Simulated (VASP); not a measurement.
Wanted: the native input for a VASP 6.6.1 run.

* Task: relaxation of cell and atoms
* Functional: PBEsol
* Potentials or basis: VASP PAW PBE potentials, release 64 (Ga_d, P)
* Cutoff: 600 eV
* k mesh: 8 × 8 × 8
* Occupations: gaussian, width 0.01 eV
* Spin: no spin polarisation
* Target pressure: 7 GPa
* Dipole correction: no
* Further INCAR settings: ALGO = Normal; EDIFF = 1e-07; IBRION = 2; EDIFFG = -0.002; NSW = 100; ISIF = 3

The structure of GaP lies in POSCAR:

```
GaP
1.0
    2.7192641266      2.7192641266      0.0000000000
   -2.7192641266      2.7192641266      0.0000000000
    0.0000000000      2.7192641266      2.7192641266
Ga P
1 1
Direct
    0.0000000000      0.0000000000      0.0000000000
    0.7500000000      0.2500000000      0.5000000000
```

These files were run (other wordings do the same):

INCAR

```
SYSTEM = GaP
PREC = Accurate
ENCUT = 600
EDIFF = 1E-7
ISMEAR = 0
SIGMA = 0.01
LREAL = .False.
LASPH = .True.
NELM = 80
ALGO = Normal
ISIF = 3
LWAVE = .False.
LCHARG = .False.
GGA = PS
IBRION = 2
NSW = 100
EDIFFG = -0.002
PSTRESS = 70.0
```

KPOINTS

```
Automatic mesh
0
Gamma
  8 8 8
  0 0 0
```

Potentials or basis: VASP PAW PBE potentials, release 64 (Ga_d, P).

Command:

```sh
$ cat potpaw_PBE.64/Ga_d/POTCAR potpaw_PBE.64/P/POTCAR > POTCAR
$ mpirun -np 1 vasp_std > vasp.out
```

It gave:

```json
{"Relaxed volume": "18.72 Å³/atom", "Relaxed cell": "a = 3.755 Å, b = 3.755 Å, c = 3.755 Å, α = 60.00°, β = 60.00°, γ = 90.00°", "Space group after relaxing (to 0.1 Å)": "F-43m (No. 216)", "Energy change on relaxing (the run minimises the enthalpy)": "+28.0 meV/atom", "Ionic steps": "6", "Pressure after relaxing": "7.0 GPa", "Band gap on the k mesh": "1.34 eV (least direct gap 2.40 eV)"}
```

Caveat: the cell is relaxed towards a set pressure, so the run minimises the enthalpy, not the energy; the PAW data sets were made with another functional, which shifts forces and pressure a little.

Wall time 63 s on 1 thread of Intel(R) Xeon(R) Platinum 8488C (Sapphire Rapids) (shared host), peak memory 0.19 GiB.
